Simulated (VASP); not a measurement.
# PtSe2 (P-3m1) in VASP: a series of runs, part 2 of 2

VASP 6.6.1. The steps go on from the part before.

## 4. Single point, LDA (strain +0.080 along x and y, +0.000 along z)

INCAR reads:

```
ALGO     = Normal         # electronic algorithm
EDIFF    = 1E-7           # SCF threshold, eV
ENCUT    = 520            # plane-wave cutoff, eV
ISIF     = 2              # what is computed and relaxed
ISMEAR   = 0              # smearing method
LASPH    = True           # aspherical terms in the spheres
LCHARG   = True           # write CHGCAR
LELF     = True           # ELF
LREAL    = False          # projectors in reciprocal space
LVHAR    = True         
LWAVE    = False          # write WAVECAR
NBANDS   = 18             # bands
NELM     = 100            # most SCF steps
PREC     = Accurate       # precision mode
SIGMA    = 0.15           # smearing width, eV
```

KPOINTS reads:

```
k-points
0
Gamma
  15 15 10
```

POSCAR reads:

```
PtSe2
1.0
    4.0219206530      0.0000000000      0.0000000000
   -2.0109603265      3.4830854575      0.0000000000
    0.0000000000      0.0000000000      5.0620000000
Pt Se
1 2
Direct
    0.0000000000      0.0000000000      0.0000000000
    0.3333333333      0.6666666667      0.2500000000
    0.6666666667      0.3333333333      0.7500000000
```

Potentials or basis: VASP PAW LDA potentials, release 64 (Pt, Se).

Run with:

```
$ cat potpaw_LDA.64/Pt/POTCAR potpaw_LDA.64/Se/POTCAR > POTCAR
$ mpirun -np 1 vasp_std > vasp.out
```

OUTCAR:

```text
EDIFF = 1E-7
   ENCUT = 520
   ISIF = 2
   ISMEAR = 0
   LASPH = True
   LREAL = False
   NELM = 100
   PREC = Accurate

 ion  position               nearest neighbor table
   1  0.000  0.000  0.000-   2 2.64   3 2.64   2 2.64   3 2.64   3 2.64   2 2.64
   2  0.333  0.667  0.250-   1 2.64   1 2.64   1 2.64
   3  0.667  0.333  0.750-   1 2.64   1 2.64   1 2.64

  LATTYP: Found a hexagonal cell.
 ALAT       =     4.0219206530
 C/A-ratio  =     1.2586026520

  Lattice vectors:
[... 696 lines left out ...]

  FORCE on cell =-STRESS in cart. coord.  units (eV):
  Direction    XX          YY          ZZ          XY          YZ          ZX
  --------------------------------------------------------------------------------------
  -------------------------------------------------------------------------------------
  Total       -8.0743191     -8.0743191     -4.4861639      0.0000000     -0.0000000      0.0000000
  in kB     -182.4301942   -182.4301942   -101.3598482      0.0000000     -0.0000000      0.0000000
  external PRESSURE =    -155.4067455 kB  Pullay stress =       0.0000000 kB

 VOLUME and BASIS-vectors are now :
 -----------------------------------------------------------------------------
  energy-cutoff  :      520.00
  volume of cell :       70.91
      direct lattice vectors                 reciprocal lattice vectors
     4.021920653  0.000000000  0.000000000     0.248637426  0.143550885  0.000000000
    -2.010960326  3.483085458  0.000000000     0.000000000  0.287101770  0.000000000
     0.000000000  0.000000000  5.062000000     0.000000000  0.000000000  0.197550375

 POSITION                                       TOTAL-FORCE (eV/Angst)
 -----------------------------------------------------------------------------------
      0.00000      0.00000      0.00000        -0.000000      0.000000      0.000000
     -0.00000      2.32206      1.26550        -0.000000     -0.000000     -1.022059
      2.01096      1.16103      3.79650         0.000000      0.000000      1.022059
 -----------------------------------------------------------------------------------
    total drift:                                0.000000      0.000000     -0.000000

  FREE ENERGIE OF THE ION-ELECTRON SYSTEM (eV)
  ---------------------------------------------------
  free  energy   TOTEN  =       -16.4013584958 eV

  energy  without entropy=      -16.3909828027  energy(sigma->0) =      -16.39617065
```

stdout:

```text
POSCAR found type information on POSCAR PtSe
 POSCAR found :  2 types and       3 ions
 scaLAPACK will be used
 LDA part: xc-table for (Slater(with rela. corr.)+CA(PZ))
 , standard interpolation
 POSCAR, INCAR and KPOINTS ok, starting setup
 FFT: planning ... GRIDC
 FFT: planning ... GRID_SOFT
 FFT: planning ... GRID
 WAVECAR not read
 entering main loop
```

Run time: 2.8 min. Hardware: 1 thread of AMD EPYC 7R13 (Zen 3), shared host; peak memory 0.37 GiB.

What came out:

```yaml
Free_energy: -16.4014 eV
Pressure: -15.5 GPa
Largest_force: 1.022 eV/Å
Band_gap_on_the_k_mesh: zero (band 11 reaches 4.94 eV, above the bottom of band 12 at 4.28 eV)
```

Forces on the atoms (eV/Å):
```
Pt   0.000  0.000  0.000
Se   0.000  0.000 -1.022
Se   0.000  0.000  1.022
```

Stress tensor (GPa, compression positive):
```
-18.24   0.00   0.00
  0.00 -18.24   0.00
  0.00   0.00 -10.14
```

Caveat: the cell differs from its parent crystal (strain +0.080 along x and y, +0.000 along z); spin-orbit coupling is left out, which moves the levels of the heavy elements; forces of over 1 eV/Å act on the atoms, so gaps and moduli don't describe the material at rest.

## 5. Single point, LDA (strain +0.080 along x and y, +0.080 along z)

INCAR reads:

```
SYSTEM = PtSe2
ALGO = Normal
EDIFF = 1E-6
ENCUT = 520
GGA = CA
ISIF = 2
ISMEAR = 0
LASPH = .TRUE.
LCHARG = .FALSE.
LREAL = .FALSE.
LWAVE = .FALSE.
NBANDS = 18
NELM = 100
PREC = Accurate
SIGMA = 0.15
```

KPOINTS reads:

```
k-points
0
G
  15 15 10
  0 0 0
```

Changes to POSCAR since step 4:

```diff
@@ -4,3 +4,3 @@
    -2.0109603265      3.4830854575      0.0000000000
-    0.0000000000      0.0000000000      5.0620000000
+    0.0000000000      0.0000000000      5.4669600000
 Pt Se
```

Run with:

```
$ cat potpaw_LDA.64/Pt/POTCAR potpaw_LDA.64/Se/POTCAR > POTCAR
$ mpirun -np 1 vasp_std > vasp.out
```

Run time: 2.7 min. Hardware: 1 thread of AMD EPYC 7R13 (Zen 3), shared host; peak memory 0.38 GiB.

The run converged. Its results:

```yaml
Free_energy: -15.9679 eV
Pressure: -17.7 GPa
Largest_force: 1.729 eV/Å
Band_gap_on_the_k_mesh: zero (band 11 reaches 3.88 eV, above the bottom of band 12 at 3.42 eV)
```

Forces in eV/Å, atoms in the order of the input:
```
Pt   0.000  0.000  0.000
Se   0.000  0.000 -1.729
Se   0.000  0.000  1.729
```

Stress tensor (GPa, compression positive):
```
-19.40   0.00   0.00
  0.00 -19.40   0.00
  0.00   0.00 -14.26
```

Levels at points of the mesh, in eV from the Fermi level:
```tsv
k point	band 7	band 8	band 9	band 10	band 11	band 12	band 13	band 14	band 15	band 16
(0.00, 0.00, 0.00)	-2.75	-1.86	-0.72	-0.72	0.37	1.16	1.16	2.76	4.08	7.32
(0.00, 0.00, 0.50)	-2.76	-2.11	-1.57	-1.04	-1.04	1.68	1.68	4.77	4.77	6.84
```

Caveat: the cell differs from its parent crystal (strain +0.080 along x and y, +0.080 along z); spin-orbit coupling is left out, which moves the levels of the heavy elements; forces of over 1 eV/Å act on the atoms, so gaps and moduli don't describe the material at rest.

## 6. Single point, LDA (strain -0.080 along x and y, -0.080 along z)

INCAR reads:

```
SYSTEM = PtSe2
PREC = Accurate
ENCUT = 520
EDIFF = 1E-6
ISMEAR = 0
SIGMA = 0.15
LREAL = .FALSE.
LASPH = .TRUE.
NELM = 80
ALGO = Normal
ISIF = 2
LWAVE = .FALSE.
LCHARG = .FALSE.
NBANDS = 18
```

KPOINTS reads:

```
Automatic mesh
0
G
  15 15 10
  0 0 0
```

POSCAR reads:

```
PtSe2
1.0
    3.4260805562      0.0000000000      0.0000000000
   -1.7130402781      2.9670727971      0.0000000000
    0.0000000000      0.0000000000      4.6570400000
Pt Se
1 2
Direct
    0.0000000000      0.0000000000      0.0000000000
    0.3333333333      0.6666666667      0.2500000000
    0.6666666667      0.3333333333      0.7500000000
```

Potentials or basis: VASP PAW LDA potentials, release 64 (Pt, Se).

Run with:

```
$ cat potpaw_LDA.64/Pt/POTCAR potpaw_LDA.64/Se/POTCAR > POTCAR
$ mpirun -np 1 vasp_std > vasp.out
```

Wall time 66 s (1 thread of Intel Xeon 6975P-C (Granite Rapids), shared host); peak memory 0.31 GiB.

Results (log left out):

* Free energy: -15.0344 eV
* Pressure: 61.4 GPa
* Largest force: 4.931 eV/Å
* Band gap on the k mesh: zero (band 11 reaches 10.80 eV, above the bottom of band 12 at 10.57 eV)

Forces on the atoms (eV/Å):
```
Pt   0.000  0.000  0.000
Se   0.000  0.000  4.931
Se   0.000  0.000 -4.931
```

Stress tensor (GPa, compression positive):
```
69.52  0.00  0.00
 0.00 69.52  0.00
 0.00  0.00 45.11
```

Levels at points of the mesh, in eV from the Fermi level:
| k point | band 8 | band 9 | band 10 | band 11 | band 12 | band 13 | band 14 | band 15 |
| --- | --- | --- | --- | --- | --- | --- | --- | --- |
| (0.00, 0.00, 0.00) | -3.53 | -1.47 | -1.47 | 0.17 | 1.77 | 1.77 | 2.96 | 6.10 |
| (0.00, 0.00, 0.50) | -4.15 | -2.07 | -2.07 | -1.42 | 3.20 | 3.20 | 4.25 | 6.59 |

Caveat: the cell differs from its parent crystal (strain -0.080 along x and y, -0.080 along z); spin-orbit coupling is left out, which moves the levels of the heavy elements; forces of over 1 eV/Å act on the atoms, so gaps and moduli don't describe the material at rest.

## 7. Overview

| cell | gap on the mesh (eV) | pressure (GPa) | largest force (eV/Å) |
| --- | --- | --- | --- |
| a = 3.724, b = 3.724, c = 5.467 Å, angles 90.0, 90.0, 120.0°, 3 atoms | none | -6.9 | 0.88 |
| a = 3.724, b = 3.724, c = 4.657 Å, angles 90.0, 90.0, 120.0°, 3 atoms | none | 9.8 | 1.40 |
| a = 4.022, b = 4.022, c = 5.062 Å, angles 90.0, 90.0, 120.0°, 3 atoms | none | -15.5 | 1.02 |
| a = 4.022, b = 4.022, c = 5.467 Å, angles 90.0, 90.0, 120.0°, 3 atoms | none | -17.7 | 1.73 |
| a = 3.426, b = 3.426, c = 4.657 Å, angles 90.0, 90.0, 120.0°, 3 atoms | none | 61.4 | 4.93 |

Alike in all rows: task single point; level LDA; potentials or basis VASP PAW LDA potentials, release 64 (Pt, Se); no spin polarisation; k mesh 15 × 15 × 10; cutoff (eV) 520; smearing gaussian 0.15 eV.

Caveats: spin-orbit coupling is left out, which moves the levels of the heavy elements; forces of over 1 eV/Å act on the atoms, so gaps and moduli don't describe the material at rest (some runs).

Total energies depend on the potentials used, so only differences within one code and one set of settings carry meaning.
